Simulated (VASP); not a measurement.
A run of VASP 6.6.1 is set up as follows.

File POSCAR:

```
ZnSe
1.0
    0.0000000000      2.7196274243      3.0595808523
    2.7196274243      0.0000000000      3.0595808523
    2.7196274243      2.7196274243      0.0000000000
Zn Se
1 1
Direct
    0.0000000000      0.0000000000      0.0000000000
    0.7500000000      0.7500000000      0.7500000000
```

INCAR.step1

```
PREC     = Accurate       # precision mode
ENCUT    = 520            # plane-wave cutoff, eV
ISMEAR   = 0              # smearing method
SIGMA    = 0.05           # smearing width, eV
LREAL    = F              # projectors in reciprocal space
LASPH    = T              # aspherical terms in the spheres
NELM     = 80             # most SCF steps
NBANDS   = 16             # bands
GGA      = PE             # functional
ALGO     = Normal         # electronic algorithm
EDIFF    = 1E-4           # SCF threshold, eV
LWAVE    = T              # write WAVECAR
LCHARG   = F              # write CHGCAR
```

The input INCAR.step2:

```
PREC     = Accurate       # precision mode
ENCUT    = 520            # plane-wave cutoff, eV
EDIFF    = 1E-6           # SCF threshold, eV
ISMEAR   = 0              # smearing method
SIGMA    = 0.05           # smearing width, eV
LREAL    = F              # projectors in reciprocal space
LASPH    = T              # aspherical terms in the spheres
NELM     = 80             # most SCF steps
ALGO     = Normal         # electronic algorithm
ISIF     = 2              # what is computed and relaxed
LWAVE    = F              # write WAVECAR
LCHARG   = F              # write CHGCAR
METAGGA  = R2SCAN         # meta-GGA
LMIXTAU  = T            
NBANDS   = 16             # bands
ISTART   = 1
```

File KPOINTS:

```
Automatic mesh
0
Gamma
  8 8 8
```

Potentials or basis: VASP PAW PBE potentials, release 64 (Zn, Se).

Command:

```sh
$ cat potpaw_PBE.64/Zn/POTCAR potpaw_PBE.64/Se/POTCAR > POTCAR
$ cp INCAR.step1 INCAR
$ mpirun -np 1 vasp_std > vasp.out
$ cp INCAR.step2 INCAR
$ mpirun -np 1 vasp_std > vasp.out
```

Estimate the band gap on the k mesh.

1.64 eV, direct.

Predict the pressure.

0.1 GPa.

Stress tensor (GPa, compression positive):
```
 1.94  0.00  0.00
 0.00  1.94  0.00
 0.00  0.00 -3.53
```

Caveat: the cell differs from its parent crystal (strain -0.040 along x and y, +0.080 along z); the PAW data sets were made with another functional, which shifts forces and pressure a little.
